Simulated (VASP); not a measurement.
# PtSe2 (nod) (P-3m1) in VASP: further runs

PtSe2 (nod) is run at these levels: PBE; tasks: single point, relaxation of cell and atoms.

All numbers are computed with VASP 6.6.1; they aren't measurements. Logs are shortened: lines on timing, memory, paths and dates and some standing lists are left out, and cuts for length are marked.

## 1. The cell of the first run

It takes space group P-3m1 (No. 164, trigonal). Conventional cell: a = 3.751 Å, b = 3.751 Å, c = 6.522 Å, α = 90.00°, β = 90.00°, γ = 120.00°. Pt (site symmetry -3m) has 6 Se at 2.53 Å within 3.3 Å. Se (site symmetry 3m) has 3 Pt at 2.53 Å within 3.3 Å.

## 2. Single point, PBE

INCAR reads:

```
SYSTEM = PtSe2
  ALGO = Normal
  EDIFF = 1E-7
  ENCUT = 520
  GGA = PE
  ISIF = 2
  ISMEAR = 0
  LASPH = .True.
  LCHARG = .False.
  LREAL = .False.
  LWAVE = .False.
  NBANDS = 18
  NELM = 100
  PREC = Accurate
  SIGMA = 0.1
```

KPOINTS reads:

```
k-points
0
Gamma
  15 15 8
  0 0 0
```

POSCAR reads:

```
PtSe2
1.0
    3.7514996106      0.0000000000      0.0000000000
   -1.8757498053      3.2488939651      0.0000000000
    0.0000000000      0.0000000000      6.5224041759
Pt Se
1 2
Direct
    0.0000000000      0.0000000000      0.0000000000
    0.3333333333      0.6666666667      0.2003479045
    0.6666666667      0.3333333333      0.7996520955
```

Potentials or basis: VASP PAW PBE potentials, release 64 (Pt, Se).

The run is started by

```bash
$ cat potpaw_PBE.64/Pt/POTCAR potpaw_PBE.64/Se/POTCAR > POTCAR
$ mpirun -np 1 vasp_std > vasp.out
```

OUTCAR:

```text
SYSTEM = PtSe2
   EDIFF = 1E-7
   ENCUT = 520
   GGA = PE
   ISIF = 2
   ISMEAR = 0
   LASPH = .True.
   LREAL = .False.
   NELM = 100
   PREC = Accurate

 ion  position               nearest neighbor table
   1  0.000  0.000  0.000-   2 2.53   3 2.53   3 2.53   2 2.53   3 2.53   2 2.53
   2  0.333  0.667  0.200-   1 2.53   1 2.53   1 2.53
   3  0.667  0.333  0.800-   1 2.53   1 2.53   1 2.53

  LATTYP: Found a hexagonal cell.
 ALAT       =     3.7514996106
 C/A-ratio  =     1.7386125158

  Lattice vectors:

 A1 = (   3.7514996106,   0.0000000000,   0.0000000000)
 A2 = (  -1.8757498053,   3.2488939651,   0.0000000000)
 A3 = (   0.0000000000,   0.0000000000,   6.5224041759)

Analysis of symmetry for initial positions (statically):
=====================================================================
 Subroutine PRICEL returns:
 Original cell was already a primitive cell.

 Routine SETGRP: Setting up the symmetry group for a
 hexagonal supercell.

 Subroutine GETGRP returns: Found 12 space group operations
 (whereof 12 operations were pure point group operations)
 out of a pool of 24 trial point group operations.

The static configuration has the point symmetry D_3d.

Analysis of symmetry for dynamics (positions and initial velocities):
=====================================================================
 Subroutine PRICEL returns:
 Original cell was already a primitive cell.

 Routine SETGRP: Setting up the symmetry group for a
 hexagonal supercell.

 Subroutine GETGRP returns: Found 12 space group operations
 (whereof 12 operations were pure point group operations)
 out of a pool of 24 trial point group operations.

The dynamic configuration has the point symmetry D_3d.

 Subroutine INISYM returns: Found 12 space group operations
 (whereof 12 operations are pure point group operations),
 and found     1 'primitive' translations

----------------------------------------------------------------------------------------

                                     Primitive cell

  volume of cell :      79.4965

  direct lattice vectors                    reciprocal lattice vectors
     3.751499611  0.000000000  0.000000000     0.266560070  0.153898528  0.000000000
    -1.875749805  3.248893965  0.000000000     0.000000000  0.307797057  0.000000000
     0.000000000  0.000000000  6.522404176     0.000000000  0.000000000  0.153317699

  length of vectors
     3.751499611  3.751499611  6.522404176     0.307797057  0.307797057  0.153317699

  position of ions in fractional coordinates (direct lattice)
     0.000000000  0.000000000  0.000000000
     0.333333333  0.666666667  0.200347904
     0.666666667  0.333333333  0.799652096

  ion indices of the primitive-cell ions
   primitive index   ion index
                 1           1
                 2           2
                 3           3

----------------------------------------------------------------------------------------

 KPOINTS: k-points

Automatic generation of k-mesh.
 Grid dimensions read from file:
 generate k-points for:   15   15    8

 Generating k-lattice:

  Cartesian coordinates                     Fractional coordinates (reciprocal lattice)
     0.017770671  0.010259902  0.000000000     0.066666667  0.000000000  0.000000000
     0.000000000  0.020519804  0.000000000     0.000000000  0.066666667  0.000000000
     0.000000000  0.000000000  0.019164712     0.000000000  0.000000000  0.125000000

  Length of vectors
     0.020519804  0.020519804  0.019164712

  Shift w.r.t. Gamma in fractional coordinates (k-lattice)
     0.000000000  0.000000000  0.000000000

 Subroutine IBZKPT returns following result:
 ===========================================

 Found    192 irreducible k-points:

 Following reciprocal coordinates:
            Coordinates               Weight
  0.000000  0.000000  0.000000      1.000000
  0.066667  0.000000  0.000000      6.000000
  0.133333  0.000000  0.000000      6.000000
  0.200000  0.000000  0.000000      6.000000
  0.266667  0.000000  0.000000      6.000000
  0.333333  0.000000  0.000000      6.000000
[... 16 lines left out ...]
  0.333333  0.200000  0.000000     12.000000
  0.400000  0.200000  0.000000      6.000000
 [... further k-points ...]
   k-points           NKPTS =    192   k-points in BZ     NKDIM =    192   number of bands    NBANDS=     18
   number of dos      NEDOS =    301   number of ions     NIONS =      3
   total plane-waves  NPLWV =  39200
   dimension x,y,z NGX =    28 NGY =   28 NGZ =   50
   dimension x,y,z NGXF=    56 NGYF=   56 NGZF=  100
   ions per type =               1   2
   NGX,Y,Z   is equivalent  to a cutoff of  12.41, 12.41, 12.74 a.u.
   NGXF,Y,Z  is equivalent  to a cutoff of  24.82, 24.82, 25.49 a.u.
 SYSTEM =  PtSe2
   PREC   = accura    normal or accurate (medium, high low for compatibility)
   ISTART =      0    job   : 0-new  1-cont  2-samecut
   ICHARG =      2    charge: 1-file 2-atom 10-const
   ISPIN  =      1    spin polarized calculation?
   LNONCOLLINEAR =      F non collinear calculations
   LSORBIT =      F    spin-orbit coupling
   LASPH  =      T    aspherical Exc in radial PAW
   ENCUT  =  520.0 eV  38.22 Ry    6.18 a.u.   6.98  6.98 12.13*2*pi/ulx,y,z
   NELM   =    100;   NELMIN=  2; NELMDL= -5     # of ELM steps
   EDIFF  = 0.1E-06   stopping-criterion for ELM
   LREAL  =      F    real-space projection
   EDIFFG = 0.1E-05   stopping-criterion for IOM
   NSW    =      0    number of steps for IOM
   IBRION =     -1    ionic relax: 0-MD 1-quasi-New 2-CG
   NFREE  =      0    steps in history (QN), initial steepest desc. (CG)
   ISIF   =      2    stress and relaxation
   ISYM   =      2    0-nonsym 1-usesym 2-fastsym
   POTIM  = 0.5000    time-step for ionic-motion
   TEBEG  =    0.0;   TEEND  =   0.0 temperature during run
   PSTRESS=    0.0 pullay stress
   NELECT =      22.0000    total number of electrons
   NUPDOWN=      -1.0000    fix difference up-down
   EMIN   =  10.00;   EMAX   =-10.00  energy-range for DOS
   EFERMI =   0.00;   METHOD = LEGACY
   ISMEAR =     0;   SIGMA  =   0.10  broadening in eV -4-tet -1-fermi 0-gaus
   EFERMI_NEDOS =   21; number of points for ismear=-14 and -15
   IALGO  =     38    algorithm
   IMIX   =      4    mixing-type and parameters
     AMIX     =   0.40;   BMIX     =  1.00
     AMIX_MAG =   1.60;   BMIX_MAG =  1.00
  volume/ion in A,a.u.               =      26.50       178.82
  Fermi-wavevector in a.u.,A,eV,Ry     =   1.066841  2.016037 15.485465  1.138150
  Thomas-Fermi vector in A             =   2.202438
   LORBIT       =      0    0 simple, 1 ext, 2 COOP (PROOUT), +10 PAW based schemes
   GGA     = PE    functional components
   LHFCALC =     F    Hartree Fock is set to
   AEXX    =    0.0000 exact exchange contribution
   IVDW    =     0    specifies the selected vdW correction
   LEPSILON=     F    determine dielectric tensor
   LRPA    =     F    only Hartree local field effects (RPA)
 non-spin polarized calculation
 Gauss-broadening in eV      SIGMA  =   0.10
  energy-cutoff  :      520.00
  volume of cell :       79.50
 maximum number of plane-waves:      2164
   NGX = 13   NGY = 13   NGZ = 25

 number of electron      21.9999997 magnetization

 Free energy of the ion-electron system (eV)
  ---------------------------------------------------
  ext. energy  EPLUGINS =         0.00000000
  ---------------------------------------------------
  free energy    TOTEN  =       -14.30312164 eV

  energy without entropy =      -14.30312164  energy(sigma->0) =      -14.30312164

 E-fermi :   3.4811     XC(G=0):  -8.9684

 val. band max:        3.0385931942   @ k =   0.1333   0.0667   0.0000
 cond. band min:       3.9129441386   @ k =   0.0000   0.2667   0.3750
 fundamental gap:      0.8743509444
 Fermi energy:         3.4810896305

 k-point     1 :       0.0000    0.0000    0.0000
  band No.  band energies     occupation
      1     -11.1638      2.00000
      2      -9.3315      2.00000
      3      -2.3657      2.00000
      4      -2.2450      2.00000
      5      -2.2450      2.00000
      6      -0.0091      2.00000
[... 10 lines left out ...]
     17      11.1357      0.00000
     18      12.0853      0.00000

 k-point     2 :       0.0667    0.0000    0.0000
  band No.  band energies     occupation
      1     -11.1175      2.00000
      2      -9.3367      2.00000
      3      -2.3180      2.00000
      4      -2.2441      2.00000
      5      -2.2160      2.00000
      6      -0.0727      2.00000
[... 10 lines left out ...]
     17      11.3186      0.00000
     18      12.2571      0.00000

 k-point     3 :       0.1333    0.0000    0.0000
  band No.  band energies     occupation
      1     -10.9822      2.00000
      2      -9.3519      2.00000
      3      -2.2488      2.00000
      4      -2.1643      2.00000
      5      -2.1349      2.00000
      6      -0.2956      2.00000
[... 10 lines left out ...]
     17      11.8000      0.00000
     18      12.4382      0.00000

 k-point     4 :       0.2000    0.0000    0.0000
  band No.  band energies     occupation
      1     -10.7696      2.00000
      2      -9.3762      2.00000
      3      -2.2253      2.00000
      4      -2.0202      2.00000
      5      -1.9470      2.00000
      6      -0.7200      2.00000
[... 10 lines left out ...]
     17      12.2534      0.00000
     18      12.3689      0.00000

 k-point     5 :       0.2667    0.0000    0.0000
  band No.  band energies     occupation
      1     -10.5008      2.00000
      2      -9.4082      2.00000
      3      -2.2302      2.00000
      4      -1.9045      2.00000
      5      -1.7364      2.00000
      6      -1.1392      2.00000
[... 10 lines left out ...]
     17      12.1786      0.00000
     18      12.6031      0.00000

 k-point     6 :       0.3333    0.0000    0.0000
  band No.  band energies     occupation
      1     -10.2092      2.00000
      2      -9.4467      2.00000
      3      -2.4842      2.00000
      4      -1.8228      2.00000
      5      -1.6499      2.00000
      6      -1.0707      2.00000
[... 10 lines left out ...]
     17      12.4239      0.00000
     18      12.4360      0.00000

 k-point     7 :       0.4000    0.0000    0.0000
  band No.  band energies     occupation
      1      -9.9406      2.00000
      2      -9.4934      2.00000
      3      -2.8942      2.00000
      4      -1.7860      2.00000
      5      -1.4358      2.00000
      6      -0.8302      2.00000
[... 10 lines left out ...]
     17      12.1884      0.00000
     18      12.3757      0.00000

 k-point     8 :       0.4667    0.0000    0.0000
  band No.  band energies     occupation
      1      -9.7490      2.00000
      2      -9.5519      2.00000
      3      -3.1554      2.00000
      4      -1.7767      2.00000
      5      -1.1566      2.00000
      6      -0.7869      2.00000
[... 10 lines left out ...]
     17      12.0501      0.00000
     18      12.3265      0.00000
[... 229 lines left out ...]
     17      11.8183      0.00000
     18      12.5337      0.00000

 k-point    20 :       0.4000    0.1333    0.0000
  band No.  band energies     occupation
      1      -9.6916      2.00000
      2      -9.5466      2.00000
      3      -2.9902      2.00000
      4      -1.8835      2.00000
      5      -1.1338      2.00000
      6      -0.7051      2.00000
[... 10 lines left out ...]
     17      12.1151      0.00000
     18      12.5032      0.00000

 k-point    21 :       0.2000    0.2000    0.0000
  band No.  band energies     occupation
      1     -10.1442      2.00000
      2      -9.4477      2.00000
      3      -2.1991      2.00000
      4      -1.9760      2.00000
      5      -1.6082      2.00000
      6      -0.8993      2.00000
[... 10 lines left out ...]
     17      11.7812      0.00000
     18      11.8603      0.00000

 k-point    22 :       0.2667    0.2000    0.0000
  band No.  band energies     occupation
      1      -9.9000      2.00000
      2      -9.4785      2.00000
      3      -2.4806      2.00000
      4      -1.9216      2.00000
      5      -1.5099      2.00000
      6      -0.8581      2.00000
[... 10 lines left out ...]
     17      11.4927      0.00000
     18      12.1909      0.00000

 k-point    23 :       0.3333    0.2000    0.0000
  band No.  band energies     occupation
      1      -9.7048      2.00000
      2      -9.5150      2.00000
      3      -2.7282      2.00000
      4      -1.9359      2.00000
      5      -1.3783      2.00000
      6      -0.7312      2.00000
[... 10 lines left out ...]
     17      11.8431      0.00000
     18      12.5944      0.00000

 k-point    24 :       0.4000    0.2000    0.0000
  band No.  band energies     occupation
      1      -9.6004      2.00000
      2      -9.5600      2.00000
      3      -2.8252      2.00000
      4      -1.9500      2.00000
      5      -1.3094      2.00000
      6      -0.6547      2.00000
[... 10 lines left out ...]
     17      12.2022      0.00000
     18      12.5549      0.00000

 [... further k-points ...]
[... 5 lines left out ...]
  --------------------------------------------------------------------------------------
  -------------------------------------------------------------------------------------
  Total       -0.0250961     -0.0250961     -0.0181306      0.0000000      0.0000000      0.0000000
  in kB       -0.5057873     -0.5057873     -0.3654059      0.0000000      0.0000000      0.0000000
  external PRESSURE =      -0.4589935 kB  Pullay stress =       0.0000000 kB

 VOLUME and BASIS-vectors are now :
 -----------------------------------------------------------------------------
  energy-cutoff  :      520.00
  volume of cell :       79.50
      direct lattice vectors                 reciprocal lattice vectors
     3.751499611  0.000000000  0.000000000     0.266560070  0.153898528  0.000000000
    -1.875749805  3.248893965  0.000000000     0.000000000  0.307797057  0.000000000
     0.000000000  0.000000000  6.522404176     0.000000000  0.000000000  0.153317699

 POSITION                                       TOTAL-FORCE (eV/Angst)
 -----------------------------------------------------------------------------------
      0.00000      0.00000      0.00000         0.000000      0.000000     -0.000000
     -0.00000      2.16593      1.30675        -0.000000      0.000000     -0.002435
      1.87575      1.08296      5.21565        -0.000000     -0.000000      0.002435
 -----------------------------------------------------------------------------------
    total drift:                               -0.000000      0.000000      0.000000

  FREE ENERGIE OF THE ION-ELECTRON SYSTEM (eV)
  ---------------------------------------------------
  free  energy   TOTEN  =       -14.3031216440 eV

  energy  without entropy=      -14.3031216440  energy(sigma->0) =      -14.30312164
```

Run time: 2.7 min. Hardware: 1 thread of Intel Xeon Platinum 8488C (Sapphire Rapids), shared host; peak memory 0.4 GiB.

Results:

```
Free energy            : -14.3031 eV
Pressure               : 0.0 GPa
Band gap on the k mesh : 0.87 eV, indirect (least direct gap 1.12 eV)
```

Forces in eV/Å, atoms in the order of the input:
```
Pt   0.000  0.000  0.000
Se   0.000  0.000 -0.002
Se   0.000  0.000  0.002
```

Levels at points of the mesh, in eV from the valence-band top:
| k point | band 7 | band 8 | band 9 | band 10 | band 11 | band 12 | band 13 | band 14 | band 15 | band 16 |
| --- | --- | --- | --- | --- | --- | --- | --- | --- | --- | --- |
| (0.00, 0.00, 0.00) | -3.05 | -1.61 | -0.28 | -0.28 | -0.24 | 2.62 | 2.62 | 4.16 | 5.19 | 8.10 |
| (0.00, 0.00, 0.50) | -3.05 | -1.35 | -1.31 | -0.31 | -0.31 | 2.69 | 2.69 | 5.26 | 5.81 | 7.25 |

Caveat: spin-orbit coupling is left out, which moves the levels of the heavy elements; this functional lacks dispersion, which binds the layers, so the pressure and a relaxed spacing across them are unreliable. A k mesh can miss the band edges.

[end of part 1 of 2]
